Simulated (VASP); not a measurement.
Here is a VASP 6.6.1 calculation.

The input INCAR:

```
PREC     = Accurate       # precision mode
ENCUT    = 520            # plane-wave cutoff, eV
EDIFF    = 1E-6           # SCF threshold, eV
ISMEAR   = 0              # smearing method
SIGMA    = 0.1            # smearing width, eV
LREAL    = F              # projectors in reciprocal space
LASPH    = T              # aspherical terms in the spheres
NELM     = 60             # most SCF steps
ALGO     = Normal         # electronic algorithm
ISIF     = 2              # what is computed and relaxed
LWAVE    = F              # write WAVECAR
LCHARG   = F              # write CHGCAR
GGA      = PE             # functional
NBANDS   = 30             # bands
```

Contents of KPOINTS:

```
Automatic mesh
0
Gamma
  12 12 4
```

The input POSCAR:

```
Sn2P3
1.0
    3.4217556651      0.0000000000      0.0000000000
   -1.7108778325      2.9633273315      0.0000000000
    0.0000000000      0.0000000000     12.2306196897
Sn P
2 3
Direct
    0.3333333333      0.6666666667      0.1582740322
    0.6666666667      0.3333333333      0.8417259678
    0.0000000000      0.0000000000      0.0000000000
    0.3333333333      0.6666666667      0.5494564874
    0.6666666667      0.3333333333      0.4505435126
```

Potentials or basis: VASP PAW PBE potentials, release 64 (Sn_d, P).

Run with:

```sh
$ cat potpaw_PBE.64/Sn_d/POTCAR potpaw_PBE.64/P/POTCAR > POTCAR
$ mpirun -np 1 vasp_std > vasp.out
```

Problem. What does it give for the largest force?

Solution. 0.058 eV/Å.

Problem. Estimate the band gap on the k mesh.

Solution. Zero (an odd number of electrons rules out a gap without spin polarisation).

Problem. Predict the pressure.

Solution. -0.1 GPa.

Forces in eV/Å, atoms in the order of the input:
```
Sn   0.000  0.000  0.003
Sn   0.000  0.000 -0.003
P    0.000  0.000  0.000
P    0.000  0.000 -0.058
P    0.000  0.000  0.058
```

Caveat: spin-orbit coupling is left out, which moves the levels of the heavy elements.
